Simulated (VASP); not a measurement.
# Zn (I4/mmm) in VASP: further runs

The runs below take Zn through single point, with PBEsol.

Program: VASP 6.6.1. These are calculated values, not measurements. Logs are shortened: lines on timing, memory, paths and dates and some standing lists are left out, and cuts for length are marked.

## 1. The cell of the first run

The structure is tetragonal, space group I4/mmm (No. 139). The conventional cell has a = 2.779 Å, b = 2.779 Å, c = 3.851 Å, α = 90.00°, β = 90.00°, γ = 90.00°. Within 3.6 Å of Zn (site symmetry 4/mmm) lie 12 Zn at 2.75 to 2.78 Å.

## 2. Single point, PBEsol

Input file INCAR:

```
SYSTEM = Zn
PREC = Accurate
ENCUT = 520
EDIFF = 1E-7
ISMEAR = -1
SIGMA = 0.05
LREAL = .FALSE.
LASPH = .TRUE.
NELM = 60
ALGO = Fast
ISIF = 2
LWAVE = .FALSE.
LCHARG = .TRUE.
GGA = PS
LELF = .TRUE.
LVHAR = .TRUE.
NBANDS = 12
```

Input file KPOINTS:

```
regular mesh
0
G
  10 10 10
  0 0 0
```

Input file POSCAR:

```
Zn
1.0
    0.0000000000      1.9647760000      1.9254804800
    1.9647760000      0.0000000000      1.9254804800
    1.9647760000      1.9647760000      0.0000000000
Zn
1
Direct
    0.0000000000      0.0000000000      0.0000000000
```

Potentials or basis: VASP PAW PBE potentials, release 64 (Zn).

Started as:

```console
$ cat potpaw_PBE.64/Zn/POTCAR > POTCAR
$ mpirun -np 1 vasp_std > vasp.out
```

OUTCAR:

```text
SYSTEM = Zn
   PREC = Accurate
   ENCUT = 520
   EDIFF = 1E-7
   ISMEAR = -1
   LREAL = .FALSE.
   LASPH = .TRUE.
   NELM = 60
   ISIF = 2
   GGA = PS

 ion  position               nearest neighbor table
   1  0.000  0.000  0.000-

  LATTYP: Found a body centered tetragonal cell.
 ALAT       =     2.7786128662
 C/A-ratio  =     1.3859292911

  Lattice vectors:

 A1 = (   0.0000000000,  -1.9647760000,  -1.9254804800)
 A2 = (   0.0000000000,   1.9647760000,  -1.9254804800)
 A3 = (   1.9647760000,   0.0000000000,   1.9254804800)

Analysis of symmetry for initial positions (statically):
=====================================================================
 Subroutine PRICEL returns:
 Original cell was already a primitive cell.

 Routine SETGRP: Setting up the symmetry group for a
 body centered tetragonal supercell.

 Subroutine GETGRP returns: Found 16 space group operations
 (whereof 16 operations were pure point group operations)
 out of a pool of 16 trial point group operations.

The static configuration has the point symmetry D_4h.

Analysis of symmetry for dynamics (positions and initial velocities):
=====================================================================
 Subroutine PRICEL returns:
 Original cell was already a primitive cell.

 Routine SETGRP: Setting up the symmetry group for a
 body centered tetragonal supercell.

 Subroutine GETGRP returns: Found 16 space group operations
 (whereof 16 operations were pure point group operations)
 out of a pool of 16 trial point group operations.

The dynamic configuration has the point symmetry D_4h.

 Subroutine INISYM returns: Found 16 space group operations
 (whereof 16 operations are pure point group operations),
 and found     1 'primitive' translations

----------------------------------------------------------------------------------------

                                     Primitive cell

  volume of cell :      14.8660

  direct lattice vectors                    reciprocal lattice vectors
     0.000000000  1.964776000  1.925480480    -0.254481936  0.254481936  0.259675445
     1.964776000  0.000000000  1.925480480     0.254481936 -0.254481936  0.259675445
     1.964776000  1.964776000  0.000000000     0.254481936  0.254481936 -0.259675445

  length of vectors
     2.750967068  2.750967068  2.778612866     0.443794376  0.443794376  0.443794376

  position of ions in fractional coordinates (direct lattice)
     0.000000000  0.000000000  0.000000000

  ion indices of the primitive-cell ions
   primitive index   ion index
                 1           1

----------------------------------------------------------------------------------------

 KPOINTS: regular mesh

Automatic generation of k-mesh.
 Grid dimensions read from file:
 generate k-points for:   10   10   10

 Generating k-lattice:

  Cartesian coordinates                     Fractional coordinates (reciprocal lattice)
    -0.025448194  0.025448194  0.025967544     0.100000000  0.000000000  0.000000000
     0.025448194 -0.025448194  0.025967544     0.000000000  0.100000000  0.000000000
     0.025448194  0.025448194 -0.025967544    -0.000000000 -0.000000000  0.100000000

  Length of vectors
     0.044379438  0.044379438  0.044379438

  Shift w.r.t. Gamma in fractional coordinates (k-lattice)
     0.000000000  0.000000000  0.000000000

 Subroutine IBZKPT returns following result:
 ===========================================

 Found    102 irreducible k-points:

 Following reciprocal coordinates:
            Coordinates               Weight
  0.000000  0.000000  0.000000      1.000000
  0.100000  0.000000  0.000000      8.000000
  0.200000  0.000000  0.000000      8.000000
  0.300000 -0.000000  0.000000      8.000000
  0.400000  0.000000  0.000000      8.000000
  0.500000 -0.000000  0.000000      4.000000
[... 16 lines left out ...]
  0.300000  0.300000  0.000000      2.000000
  0.400000  0.300000  0.000000      8.000000
 [... further k-points ...]
   k-points           NKPTS =    102   k-points in BZ     NKDIM =    102   number of bands    NBANDS=     12
   number of dos      NEDOS =    301   number of ions     NIONS =      1
   total plane-waves  NPLWV =   9600
   dimension x,y,z NGX =    20 NGY =   20 NGZ =   24
   dimension x,y,z NGXF=    40 NGYF=   40 NGZF=   48
   ions per type =               1
   NGX,Y,Z   is equivalent  to a cutoff of  12.09, 12.09, 14.36 a.u.
   NGXF,Y,Z  is equivalent  to a cutoff of  24.17, 24.17, 28.72 a.u.
 SYSTEM =  Zn
   PREC   = accura    normal or accurate (medium, high low for compatibility)
   ISTART =      0    job   : 0-new  1-cont  2-samecut
   ICHARG =      2    charge: 1-file 2-atom 10-const
   ISPIN  =      1    spin polarized calculation?
   LNONCOLLINEAR =      F non collinear calculations
   LSORBIT =      F    spin-orbit coupling
   LASPH  =      T    aspherical Exc in radial PAW
   ENCUT  =  520.0 eV  38.22 Ry    6.18 a.u.   5.11  5.11  5.17*2*pi/ulx,y,z
   NELM   =     60;   NELMIN=  2; NELMDL= -5     # of ELM steps
   EDIFF  = 0.1E-06   stopping-criterion for ELM
   LREAL  =      F    real-space projection
   EDIFFG = 0.1E-05   stopping-criterion for IOM
   NSW    =      0    number of steps for IOM
   IBRION =     -1    ionic relax: 0-MD 1-quasi-New 2-CG
   NFREE  =      0    steps in history (QN), initial steepest desc. (CG)
   ISIF   =      2    stress and relaxation
   ISYM   =      2    0-nonsym 1-usesym 2-fastsym
   POTIM  = 0.5000    time-step for ionic-motion
   TEBEG  =    0.0;   TEEND  =   0.0 temperature during run
   PSTRESS=    0.0 pullay stress
   NELECT =      12.0000    total number of electrons
   NUPDOWN=      -1.0000    fix difference up-down
   EMIN   =  10.00;   EMAX   =-10.00  energy-range for DOS
   EFERMI =   0.00;   METHOD = LEGACY
   ISMEAR =    -1;   SIGMA  =   0.05  broadening in eV -4-tet -1-fermi 0-gaus
   EFERMI_NEDOS =   21; number of points for ismear=-14 and -15
   IALGO  =     68    algorithm
   IMIX   =      4    mixing-type and parameters
     AMIX     =   0.40;   BMIX     =  1.00
     AMIX_MAG =   1.60;   BMIX_MAG =  1.00
  volume/ion in A,a.u.               =      14.87       100.32
  Fermi-wavevector in a.u.,A,eV,Ry     =   1.524299  2.880508 31.612968  2.323488
  Thomas-Fermi vector in A             =   2.632625
   LORBIT       =      0    0 simple, 1 ext, 2 COOP (PROOUT), +10 PAW based schemes
   GGA     = PS    functional components
   LHFCALC =     F    Hartree Fock is set to
   AEXX    =    0.0000 exact exchange contribution
   IVDW    =     0    specifies the selected vdW correction
   LEPSILON=     F    determine dielectric tensor
   LRPA    =     F    only Hartree local field effects (RPA)
 non-spin polarized calculation
 RMM-DIIS sequential band-by-band and
  energy-cutoff  :      520.00
  volume of cell :       14.87
 maximum number of plane-waves:       415
   NGX = 11   NGY = 11   NGZ = 11

 number of electron      11.9999998 magnetization

 Free energy of the ion-electron system (eV)
  ---------------------------------------------------
  ext. energy  EPLUGINS =         0.00000000
  ---------------------------------------------------
  free energy    TOTEN  =        -1.55523219 eV

  energy without entropy =       -1.55224758  energy(sigma->0) =       -1.55373988

 E-fermi :   3.1931     XC(G=0): -11.8320

 val. band max:        3.1596659166   @ k =  -0.4000   0.3000   0.0000
 cond. band min:       3.2510433366   @ k =  -0.4000   0.2000   0.0000
 fundamental gap:      0.0913774200
 Fermi energy:         3.1930875075

 k-point     1 :       0.0000    0.0000    0.0000
  band No.  band energies     occupation
      1      -7.4775      2.00000
      2      -4.6078      2.00000
      3      -4.6078      2.00000
      4      -4.5511      2.00000
      5      -4.2143      2.00000
      6      -4.1695      2.00000
      7      21.5391      0.00000
      8      21.6059      0.00000
      9      21.6059      0.00000
     10      22.1303      0.00000
     11      24.3299      0.00000
     12      24.3530      0.00000

 k-point     2 :       0.1000    0.0000    0.0000
  band No.  band energies     occupation
      1      -7.1733      2.00000
      2      -4.6194      2.00000
      3      -4.5741      2.00000
      4      -4.5297      2.00000
      5      -4.2204      2.00000
      6      -4.1801      2.00000
      7      17.6073      0.00000
      8      20.7346      0.00000
      9      20.7921      0.00000
     10      21.8801      0.00000
     11      25.6352      0.00000
     12      25.7112      0.00000

 k-point     3 :       0.2000    0.0000    0.0000
  band No.  band energies     occupation
      1      -6.3260      2.00000
      2      -4.6050      2.00000
      3      -4.5265      2.00000
      4      -4.4825      2.00000
      5      -4.1933      2.00000
      6      -4.1706      2.00000
      7      12.7445      0.00000
      8      19.5918      0.00000
      9      19.7814      0.00000
     10      21.5946      0.00000
     11      25.9475      0.00000
     12      26.2066      0.00000
[... 286 lines left out ...]
 k-point    23 :       0.3000    0.3000    0.0000
  band No.  band energies     occupation
      1      -5.1687      2.00000
      2      -4.9920      2.00000
      3      -4.1301      2.00000
      4      -4.1301      2.00000
      5      -4.0149      2.00000
      6      -3.1228      2.00000
      7      13.3688      0.00000
      8      13.3688      0.00000
      9      13.7520      0.00000
     10      16.2078      0.00000
     11      17.2260      0.00000
     12      35.4694      0.00000

 k-point    24 :       0.4000    0.3000    0.0000
  band No.  band energies     occupation
      1      -5.1342      2.00000
      2      -5.0417      2.00000
      3      -4.1255      2.00000
      4      -4.1075      2.00000
      5      -3.9122      2.00000
      6      -1.5916      2.00000
      7      10.1394      0.00000
      8      11.2851      0.00000
      9      12.7152      0.00000
     10      16.2853      0.00000
     11      18.9148      0.00000
     12      33.5153      0.00000

 [... further k-points ...]
[... 5 lines left out ...]
  --------------------------------------------------------------------------------------
  -------------------------------------------------------------------------------------
  Total       -0.3146347     -0.3146347     -0.4116319      0.0000000     -0.0000000      0.0000000
  in kB      -33.9095444    -33.9095444    -44.3633548      0.0000000     -0.0000000      0.0000000
  external PRESSURE =     -37.3941478 kB  Pullay stress =       0.0000000 kB

 VOLUME and BASIS-vectors are now :
 -----------------------------------------------------------------------------
  energy-cutoff  :      520.00
  volume of cell :       14.87
      direct lattice vectors                 reciprocal lattice vectors
     0.000000000  1.964776000  1.925480480    -0.254481936  0.254481936  0.259675445
     1.964776000  0.000000000  1.925480480     0.254481936 -0.254481936  0.259675445
     1.964776000  1.964776000  0.000000000     0.254481936  0.254481936 -0.259675445

 POSITION                                       TOTAL-FORCE (eV/Angst)
 -----------------------------------------------------------------------------------
      0.00000      0.00000      0.00000         0.000000      0.000000      0.000000
 -----------------------------------------------------------------------------------
    total drift:                                0.000000     -0.000000     -0.000000

  FREE ENERGIE OF THE ION-ELECTRON SYSTEM (eV)
  ---------------------------------------------------
  free  energy   TOTEN  =        -1.5552321876 eV

  energy  without entropy=       -1.5522475757  energy(sigma->0) =       -1.55373988
```

Wall time 11 s (1 thread of AMD EPYC 9R14 (Zen 4), shared host); peak memory 0.1 GiB.

What came out:

* Free energy: -1.5552 eV
* Pressure: -3.7 GPa
* Band gap on the k mesh: zero (band 6 reaches 4.41 eV, above the bottom of band 7 at 1.70 eV)

Levels at points of the mesh, in eV from the Fermi level:
| k point | band 3 | band 4 | band 5 | band 6 | band 7 | band 8 | band 9 | band 10 |
| --- | --- | --- | --- | --- | --- | --- | --- | --- |
| (0.00, 0.00, 0.00) | -7.80 | -7.74 | -7.41 | -7.36 | 18.35 | 18.41 | 18.41 | 18.94 |
| (0.50, 0.00, 0.00) | -7.76 | -7.10 | -7.08 | -3.14 | -1.49 | 15.04 | 15.54 | 17.52 |
| (0.50, 0.50, 0.00) | -7.10 | -7.01 | -7.01 | -0.97 | 1.99 | 8.10 | 8.10 | 11.85 |
| (0.50, 0.00, 0.50) | -7.10 | -7.03 | -7.00 | -1.31 | 1.49 | 8.45 | 8.57 | 12.20 |

Caveat: the PAW data sets were made with another functional, which shifts forces and pressure a little.

## 3. Single point, PBEsol

This run uses another cell than the first one, of 15.02 Å³/atom, 1.010 times its volume.

Input file INCAR:

```
PREC = Accurate ; ENCUT = 520
EDIFF = 1E-7 ; ISMEAR = -1
SIGMA = 0.05 ; LREAL = F
LASPH = T ; NELM = 80
ALGO = Normal ; ISIF = 2
LWAVE = F ; LCHARG = F
GGA = PS ; NBANDS = 12
```

Input file KPOINTS:

```
Automatic mesh
0
Gamma
  10 10 10
```

Input file POSCAR:

```
Zn
1.0
    0.0000000000      1.9647760000      1.9451282400
    1.9647760000      0.0000000000      1.9451282400
    1.9647760000      1.9647760000      0.0000000000
Zn
1
Direct
    0.0000000000      0.0000000000      0.0000000000
```

Potentials or basis: VASP PAW PBE potentials, release 64 (Zn).

Started as:

```console
$ cat potpaw_PBE.64/Zn/POTCAR > POTCAR
$ mpirun -np 1 vasp_std > vasp.out
```

Run time: 12 s. Hardware: 1 thread of AMD EPYC 9R14 (Zen 4), shared host; peak memory 0.11 GiB.

It converged, with:

- Free energy: -1.5507 eV
- Pressure: -4.4 GPa
- Band gap on the k mesh: zero (band 6 reaches 4.24 eV, above the bottom of band 7 at 1.61 eV)

Stress tensor (GPa, compression positive):
```
-4.13  0.00  0.00
 0.00 -4.13  0.00
 0.00  0.00 -5.01
```

Levels at points of the mesh, in eV from the Fermi level:
```tsv
k point	band 4	band 5	band 6	band 7	band 8	band 9
(0.00, 0.00, 0.00)	-7.75	-7.39	-7.37	18.21	18.24	18.24
(0.50, 0.00, 0.00)	-7.09	-7.08	-3.11	-1.52	15.04	15.31
(0.50, 0.50, 0.00)	-7.02	-7.02	-1.08	1.77	8.17	8.17
(0.50, 0.00, 0.50)	-7.02	-7.01	-1.24	1.52	8.34	8.40
```

Caveat: the PAW data sets were made with another functional, which shifts forces and pressure a little.
